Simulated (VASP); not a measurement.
# MgNiH (P4/mmm) in VASP: a series of runs

MgNiH is run at these levels: LDA; tasks: single point.

All numbers are computed with VASP 6.6.1; they aren't measurements. Logs are shortened: lines on timing, memory, paths and dates and some standing lists are left out, and cuts for length are marked.

**1. The cell of the first run**

Symmetry: P4/mmm, No. 123, tetragonal system. Conventional cell: a = 3.088 Å, b = 3.088 Å, c = 3.257 Å, α = 90.00°, β = 90.00°, γ = 90.00°. Within 2.9 Å of Mg (site symmetry 4/mmm) lie 4 H at 2.18 Å and 8 Ni at 2.72 Å. Within 2.2 Å of Ni (site symmetry 4/mmm) lie 2 H at 1.63 Å. H (site symmetry 4/mmm) has 2 Ni at 1.63 Å and 4 Mg at 2.18 Å within 2.2 Å.

**2. Single point, LDA, collinear spin, ferromagnetic start**

Contents of INCAR:

```
PREC = Accurate
ENCUT = 520
EDIFF = 1E-7
ISMEAR = -1
SIGMA = 0.1
LREAL = F
LASPH = T
NELM = 150
ALGO = Normal
ISIF = 2
LWAVE = F
LCHARG = T
ISPIN = 2
MAGMOM = 0.02 0.42 0.02
LORBIT = 11
NUPDOWN = 0.7
LMAXMIX = 4
LELF = T
LVHAR = T
NBANDS = 18
```

Contents of KPOINTS:

```
regular mesh
0
Gamma
  11 11 10
```

Contents of POSCAR:

```
MgNiH
1.0
    3.0881170000      0.0000000000      0.0000000000
    0.0000000000      3.0881170000      0.0000000000
    0.0000000000      0.0000000000      3.2570240000
Mg Ni H
1 1 1
Direct
    0.0000000000      0.0000000000      0.0000000000
    0.5000000000      0.5000000000      0.5000000000
    0.5000000000      0.5000000000      0.0000000000
```

Potentials or basis: VASP PAW LDA potentials, release 64 (Mg, Ni, H).

The run is started by

```bash
$ cat potpaw_LDA.64/Mg/POTCAR potpaw_LDA.64/Ni/POTCAR potpaw_LDA.64/H/POTCAR > POTCAR
$ mpirun -np 1 vasp_std > vasp.out
```

OUTCAR:

```text
PREC = Accurate
   ENCUT = 520
   EDIFF = 1E-7
   ISMEAR = -1
   LREAL = F
   LASPH = T
   NELM = 150
   ISIF = 2
   ISPIN = 2
   LORBIT = 11
   NUPDOWN = 0.7

 ion  position               nearest neighbor table
   1  0.000  0.000  0.000-   3 2.18   3 2.18   3 2.18   3 2.18   2 2.72   2 2.72   2 2.72   2 2.72
                             2 2.72   2 2.72   2 2.72   2 2.72
   2  0.500  0.500  0.500-   3 1.63   3 1.63   1 2.72   1 2.72   1 2.72   1 2.72   1 2.72   1 2.72
                             1 2.72   1 2.72
   3  0.500  0.500  0.000-   2 1.63   2 1.63   1 2.18   1 2.18   1 2.18   1 2.18

  LATTYP: Found a simple tetragonal cell.
 ALAT       =     3.0881170000
 C/A-ratio  =     1.0546957903

  Lattice vectors:

 A1 = (   3.0881170000,   0.0000000000,   0.0000000000)
 A2 = (   0.0000000000,   3.0881170000,   0.0000000000)
 A3 = (   0.0000000000,   0.0000000000,   3.2570240000)

Analysis of symmetry for initial positions (statically):
=====================================================================
 Subroutine PRICEL returns:
 Original cell was already a primitive cell.

 Routine SETGRP: Setting up the symmetry group for a
 simple tetragonal supercell.

 Subroutine GETGRP returns: Found 16 space group operations
 (whereof 16 operations were pure point group operations)
 out of a pool of 16 trial point group operations.

The static configuration has the point symmetry D_4h.

Analysis of symmetry for dynamics (positions and initial velocities):
=====================================================================
 Subroutine PRICEL returns:
 Original cell was already a primitive cell.

 Routine SETGRP: Setting up the symmetry group for a
 simple tetragonal supercell.

 Subroutine GETGRP returns: Found 16 space group operations
 (whereof 16 operations were pure point group operations)
 out of a pool of 16 trial point group operations.

The dynamic configuration has the point symmetry D_4h.

Analysis of structural, dynamic, and magnetic symmetry:
=====================================================================
 Subroutine PRICEL returns:
 Original cell was already a primitive cell.

 Routine SETGRP: Setting up the symmetry group for a
 simple tetragonal supercell.

 Subroutine GETGRP returns: Found 16 space group operations
 (whereof 16 operations were pure point group operations)
 out of a pool of 16 trial point group operations.

The overall configuration has the point symmetry D_4h.

 Subroutine INISYM returns: Found 16 space group operations
 (whereof 16 operations are pure point group operations),
 and found     1 'primitive' translations

----------------------------------------------------------------------------------------

                                     Primitive cell

  volume of cell :      31.0605

  direct lattice vectors                    reciprocal lattice vectors
     3.088117000  0.000000000  0.000000000     0.323821928  0.000000000  0.000000000
     0.000000000  3.088117000  0.000000000     0.000000000  0.323821928  0.000000000
     0.000000000  0.000000000  3.257024000     0.000000000  0.000000000  0.307028748

  length of vectors
     3.088117000  3.088117000  3.257024000     0.323821928  0.323821928  0.307028748

  position of ions in fractional coordinates (direct lattice)
     0.000000000  0.000000000  0.000000000
     0.500000000  0.500000000  0.500000000
     0.500000000  0.500000000  0.000000000

  ion indices of the primitive-cell ions
   primitive index   ion index
                 1           1
                 2           2
                 3           3

----------------------------------------------------------------------------------------

 KPOINTS: regular mesh

Automatic generation of k-mesh.
 Grid dimensions read from file:
 generate k-points for:   11   11   10

 Generating k-lattice:

  Cartesian coordinates                     Fractional coordinates (reciprocal lattice)
     0.029438357  0.000000000  0.000000000     0.090909091  0.000000000  0.000000000
     0.000000000  0.029438357  0.000000000     0.000000000  0.090909091  0.000000000
     0.000000000  0.000000000  0.030702875     0.000000000  0.000000000  0.100000000

  Length of vectors
     0.029438357  0.029438357  0.030702875

  Shift w.r.t. Gamma in fractional coordinates (k-lattice)
     0.000000000  0.000000000  0.000000000

 Subroutine IBZKPT returns following result:
 ===========================================

 Found    126 irreducible k-points:

 Following reciprocal coordinates:
            Coordinates               Weight
  0.000000  0.000000  0.000000      1.000000
  0.090909  0.000000  0.000000      4.000000
  0.181818  0.000000  0.000000      4.000000
  0.272727  0.000000  0.000000      4.000000
  0.363636  0.000000  0.000000      4.000000
  0.454545  0.000000  0.000000      4.000000
[... 16 lines left out ...]
  0.090909  0.000000  0.100000      8.000000
  0.181818  0.000000  0.100000      8.000000
 [... further k-points ...]
   k-points           NKPTS =    126   k-points in BZ     NKDIM =    126   number of bands    NBANDS=     18
   number of dos      NEDOS =    301   number of ions     NIONS =      3
   total plane-waves  NPLWV =  13824
   dimension x,y,z NGX =    24 NGY =   24 NGZ =   24
   dimension x,y,z NGXF=    48 NGYF=   48 NGZF=   48
   ions per type =               1   1   1
   NGX,Y,Z   is equivalent  to a cutoff of  12.92, 12.92, 12.25 a.u.
   NGXF,Y,Z  is equivalent  to a cutoff of  25.84, 25.84, 24.50 a.u.
 SYSTEM =  unknown system
   PREC   = accura    normal or accurate (medium, high low for compatibility)
   ISTART =      0    job   : 0-new  1-cont  2-samecut
   ICHARG =      2    charge: 1-file 2-atom 10-const
   ISPIN  =      2    spin polarized calculation?
   LNONCOLLINEAR =      F non collinear calculations
   LSORBIT =      F    spin-orbit coupling
   LASPH  =      T    aspherical Exc in radial PAW
   ENCUT  =  520.0 eV  38.22 Ry    6.18 a.u.   5.74  5.74  6.06*2*pi/ulx,y,z
   NELM   =    150;   NELMIN=  2; NELMDL= -5     # of ELM steps
   EDIFF  = 0.1E-06   stopping-criterion for ELM
   LREAL  =      F    real-space projection
   EDIFFG = 0.1E-05   stopping-criterion for IOM
   NSW    =      0    number of steps for IOM
   IBRION =     -1    ionic relax: 0-MD 1-quasi-New 2-CG
   NFREE  =      0    steps in history (QN), initial steepest desc. (CG)
   ISIF   =      2    stress and relaxation
   ISYM   =      2    0-nonsym 1-usesym 2-fastsym
   POTIM  = 0.5000    time-step for ionic-motion
   TEBEG  =    0.0;   TEEND  =   0.0 temperature during run
   PSTRESS=    0.0 pullay stress
   NELECT =      13.0000    total number of electrons
   NUPDOWN=       0.7000    fix difference up-down
   EMIN   =  10.00;   EMAX   =-10.00  energy-range for DOS
   EFERMI =   0.00;   METHOD = LEGACY
   ISMEAR =    -1;   SIGMA  =   0.10  broadening in eV -4-tet -1-fermi 0-gaus
   EFERMI_NEDOS =   21; number of points for ismear=-14 and -15
   IALGO  =     38    algorithm
   IMIX   =      4    mixing-type and parameters
     AMIX     =   0.40;   BMIX     =  1.00
     AMIX_MAG =   1.60;   BMIX_MAG =  1.00
  volume/ion in A,a.u.               =      10.35        69.87
  Fermi-wavevector in a.u.,A,eV,Ry     =   1.224578  2.314117 20.403179  1.499591
  Thomas-Fermi vector in A             =   2.359647
   LORBIT       =     11    0 simple, 1 ext, 2 COOP (PROOUT), +10 PAW based schemes
   GGA     = CA    functional components
   LHFCALC =     F    Hartree Fock is set to
   AEXX    =    0.0000 exact exchange contribution
   IVDW    =     0    specifies the selected vdW correction
   LEPSILON=     F    determine dielectric tensor
   LRPA    =     F    only Hartree local field effects (RPA)
 spin polarized calculation
  energy-cutoff  :      520.00
  volume of cell :       31.06
 maximum number of plane-waves:       850
 NGX is ok and might be reduce to    24
   NGX = 11   NGY = 11   NGZ = 13

 number of electron      13.0000011 magnetization       0.6999957

 Free energy of the ion-electron system (eV)
  ---------------------------------------------------
  ext. energy  EPLUGINS =         0.00000000
  ---------------------------------------------------
  free energy    TOTEN  =       -12.48505273 eV

  energy without entropy =      -12.45379463  energy(sigma->0) =      -12.46942368

 E-fermi :   4.7886     XC(G=0): -11.1586

 val. band max:        6.2567365870   @ k =   0.4545   0.0909   0.5000
 cond. band min:       4.7925375356   @ k =   0.4545   0.0909   0.4000
 fundamental gap:     -1.4641990515
 Fermi energy:         6.2642764540

 spin component 1

 k-point     1 :       0.0000    0.0000    0.0000
  band No.  band energies     occupation
      1      -4.7829      1.00000
      2       1.2258      1.00000
      3       2.8238      1.00000
      4       3.6720      1.00000
      5       3.6720      1.00000
      6       4.0279      1.00000
[... 10 lines left out ...]
     17      25.3489      0.00000
     18      25.4290      0.00000

 k-point     2 :       0.0909    0.0000    0.0000
  band No.  band energies     occupation
      1      -4.6778      1.00000
      2       1.2536      1.00000
      3       2.8392      1.00000
      4       3.6305      1.00000
      5       3.6763      1.00000
      6       3.9943      1.00000
[... 10 lines left out ...]
     17      24.9929      0.00000
     18      25.8376      0.00000

 k-point     3 :       0.1818    0.0000    0.0000
  band No.  band energies     occupation
      1      -4.3741      1.00000
      2       1.3263      1.00000
      3       2.8673      1.00000
      4       3.5239      1.00000
      5       3.6880      1.00000
      6       3.9070      1.00000
[... 412 lines left out ...]
 k-point    23 :       0.0909    0.0000    0.1000
  band No.  band energies     occupation
      1      -4.5341      1.00000
      2       1.2867      1.00000
      3       2.8581      1.00000
      4       3.5849      1.00000
      5       3.6360      1.00000
      6       3.9980      1.00000
[... 10 lines left out ...]
     17      24.9075      0.00000
     18      25.9725      0.00000

 k-point    24 :       0.1818    0.0000    0.1000
  band No.  band energies     occupation
      1      -4.2309      1.00000
      2       1.3707      1.00000
      3       2.8816      1.00000
      4       3.4708      1.00000
      5       3.6481      1.00000
      6       3.9113      1.00000
[... 10 lines left out ...]
     17      24.0495      0.00000
     18      26.3436      0.00000

 [... further k-points ...]

 spin component 2

 k-point     1 :       0.0000    0.0000    0.0000
  band No.  band energies     occupation
      1      -4.6013      1.00000
      2       1.6299      1.00000
      3       3.2833      1.00000
      4       4.0015      0.99962
      5       4.0015      0.99962
      6       4.3930      0.98121
[... 10 lines left out ...]
     17      25.5402      0.00000
     18      25.5869      0.00000

 k-point     2 :       0.0909    0.0000    0.0000
  band No.  band energies     occupation
      1      -4.4960      1.00000
      2       1.6557      1.00000
      3       3.2966      1.00000
      4       3.9588      0.99975
      5       4.0060      0.99960
      6       4.3585      0.98662
[... 10 lines left out ...]
     17      25.2015      0.00000
     18      26.0340      0.00000

 k-point     3 :       0.1818    0.0000    0.0000
  band No.  band energies     occupation
      1      -4.1910      1.00000
      2       1.7195      1.00000
      3       3.3161      1.00000
      4       3.8493      0.99992
      5       4.0180      0.99955
      6       4.2687      0.99451
[... 412 lines left out ...]
 k-point    23 :       0.0909    0.0000    0.1000
  band No.  band energies     occupation
      1      -4.3530      1.00000
      2       1.6859      1.00000
      3       3.3165      1.00000
      4       3.9121      0.99984
      5       3.9642      0.99974
      6       4.3624      0.98610
[... 10 lines left out ...]
     17      25.1130      0.00000
     18      26.1721      0.00000

 k-point    24 :       0.1818    0.0000    0.1000
  band No.  band energies     occupation
      1      -4.0487      1.00000
      2       1.7627      1.00000
      3       3.3275      1.00000
      4       3.7990      0.99995
      5       3.9766      0.99970
      6       4.2731      0.99426
[... 10 lines left out ...]
     17      24.2568      0.00000
     18      26.5419      0.00000

 [... further k-points ...]

------------------------ aborting loop because EDIFF is reached ----------------------------------------

  FORCE on cell =-STRESS in cart. coord.  units (eV):
  Direction    XX          YY          ZZ          XY          YZ          ZX
  --------------------------------------------------------------------------------------
  -------------------------------------------------------------------------------------
  Total       -0.9546161     -0.9546161     -1.4301902      0.0000000      0.0000000      0.0000000
  in kB      -49.2414555    -49.2414555    -73.7727402      0.0000000      0.0000000      0.0000000
  external PRESSURE =     -57.4185504 kB  Pullay stress =       0.0000000 kB

 VOLUME and BASIS-vectors are now :
 -----------------------------------------------------------------------------
  energy-cutoff  :      520.00
  volume of cell :       31.06
      direct lattice vectors                 reciprocal lattice vectors
     3.088117000  0.000000000  0.000000000     0.323821928  0.000000000  0.000000000
     0.000000000  3.088117000  0.000000000     0.000000000  0.323821928  0.000000000
     0.000000000  0.000000000  3.257024000     0.000000000  0.000000000  0.307028748

 POSITION                                       TOTAL-FORCE (eV/Angst)
 -----------------------------------------------------------------------------------
      0.00000      0.00000      0.00000         0.000000      0.000000      0.000000
      1.54406      1.54406      1.62851         0.000000      0.000000      0.000000
      1.54406      1.54406      0.00000         0.000000      0.000000      0.000000
 -----------------------------------------------------------------------------------
    total drift:                                0.000000      0.000000     -0.000000

  FREE ENERGIE OF THE ION-ELECTRON SYSTEM (eV)
  ---------------------------------------------------
  free  energy   TOTEN  =       -12.4850527298 eV

  energy  without entropy=      -12.4537946292  energy(sigma->0) =      -12.46942368

 total charge

# of ion       s       p       d       tot
------------------------------------------
    1        0.188   0.171   0.037   0.397
    2        0.459   0.435   8.459   9.353
    3        0.537   0.030   0.000   0.567
--------------------------------------------------
tot          1.183   0.637   8.497  10.317

 magnetization (x)

# of ion       s       p       d       tot
------------------------------------------
    1        0.006   0.018   0.004   0.028
    2        0.032   0.061   0.405   0.498
    3        0.007   0.004   0.000   0.011
--------------------------------------------------
tot          0.045   0.082   0.409   0.537
```

It took 68 s on 1 thread of Oxide Virtual Turin-like, shared host; peak memory 0.2 GiB.

What came out:

| Item | Value |
| --- | --- |
| Free energy | -12.4851 eV |
| Pressure | -5.7 GPa |
| Net moment | 0.70 μB per cell |
| Site moments | Mg +0.03; Ni +0.50; H +0.01 μB |
| Valence electrons inside the program's atomic spheres | Mg 0.40; Ni 9.35; H 0.57 |

Caveat: the cell stands under tension; the total moment is fixed, so each spin has its own Fermi level and the state may be an excited one.

**3. Single point, LDA, collinear spin, ferromagnetic start**

Contents of INCAR:

```
SYSTEM = MgNiH
ALGO     = Normal         ! electronic algorithm
EDIFF    = 1E-6           ! SCF threshold, eV
ENCUT    = 520            ! plane-wave cutoff, eV
ISIF     = 2              ! what is computed and relaxed
ISMEAR   = -1             ! smearing method
ISPIN    = 2              ! spin polarisation
LASPH    = .True.         ! aspherical terms in the spheres
LCHARG   = .False.        ! write CHGCAR
LMAXMIX  = 4              ! l up to which the mixer works
LORBIT   = 11             ! projections on sites
LREAL    = .False.        ! projectors in reciprocal space
LWAVE    = .False.        ! write WAVECAR
MAGMOM   = 0.04 0.63 0.04 ! initial moments
NBANDS   = 18             ! bands
NELM     = 150            ! most SCF steps
NUPDOWN  = 1.1            ! fixed moment
PREC     = Accurate       ! precision mode
SIGMA    = 0.1            ! smearing width, eV
```

Contents of KPOINTS:

```
k-points
0
Gamma
  11 11 10
  0 0 0
```

POSCAR is that of step 2.

Potentials or basis: VASP PAW LDA potentials, release 64 (Mg, Ni, H).

The run is started by

```bash
$ cat potpaw_LDA.64/Mg/POTCAR potpaw_LDA.64/Ni/POTCAR potpaw_LDA.64/H/POTCAR > POTCAR
$ mpirun -np 1 vasp_std > vasp.out
```

Run time: 60 s. Hardware: 1 thread of Oxide Virtual Turin-like, shared host; peak memory 0.19 GiB.

The run converged. Its results:

* Free energy: -12.1199 eV
* Pressure: -3.4 GPa
* Net moment: 1.10 μB per cell
* Site moments: Mg +0.05; Ni +0.76; H +0.02 μB
* Valence electrons inside the program's atomic spheres: Mg 0.40; Ni 9.34; H 0.57

Stress tensor (GPa, compression positive):
```
-3.05  0.00  0.00
 0.00 -3.05  0.00
 0.00  0.00 -4.11
```

Caveat: the cell stands under tension; the total moment is fixed, so each spin has its own Fermi level and the state may be an excited one.

(Part 1 of 2 ends here.)
